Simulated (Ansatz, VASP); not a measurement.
# Bi5Se3: VASP beside Ansatz

```
CELL_PARAMETERS angstrom
4.26160 0.00000 0.00000
-2.13080 3.69065 0.00000
0.00000 0.00000 43.09082
ATOMIC_POSITIONS crystal
Bi 0.00000 0.00000 0.17478
Bi 0.66667 0.33333 0.21516
Bi 0.00000 0.00000 0.30500
Bi 0.33333 0.66667 0.38950
Bi 0.66667 0.33333 0.47974
Bi 0.33333 0.66667 0.52026
Bi 0.66667 0.33333 0.61050
Bi 0.00000 0.00000 0.69500
Bi 0.33333 0.66667 0.78484
Bi 0.00000 0.00000 0.82522
Se 0.33333 0.66667 0.26977
Se 0.66667 0.33333 0.34720
Se 0.00000 0.00000 0.42476
Se 0.00000 0.00000 0.57524
Se 0.33333 0.66667 0.65280
Se 0.66667 0.33333 0.73023
```

Alike in both runs: functional PBEsol; k mesh 9 × 9 × 1; occupations gaussian, width 0.1 eV; no spin polarisation.

Ansatz relaxed the structure, and its values are those at the end. VASP's run is a single point on that final structure, the one shown.

```csv
,VASP,Ansatz
version,VASP 6.6.1,Ansatz 0.2.0
potentials or method,"VASP PAW PBE potentials, release 64 (Bi_d, Se), cutoff 520 eV","scalar-relativistic, plane waves, PAW"
valence electrons in the cell,186,246
```

```tsv
	VASP	Ansatz	Ansatz less VASP
gap on the k mesh at the Fermi level (eV)	none	none	-
rms of the force components (eV/Å)	0.013	0.003	-0.0101
work function, face that differs most (eV)	4.29	4.29	-0.001
```

VASP's potentials were made for PBE, not for PBEsol. A gap of «none» marks a metal or a gap that the smearing closes. VASP's potentials hold 186 valence electrons a cell and Ansatz's 246, so a difference there can come from the potentials and not from the codes. Ansatz's warnings: xc potential rough in thin density.

Neither program's run includes spin-orbit coupling.
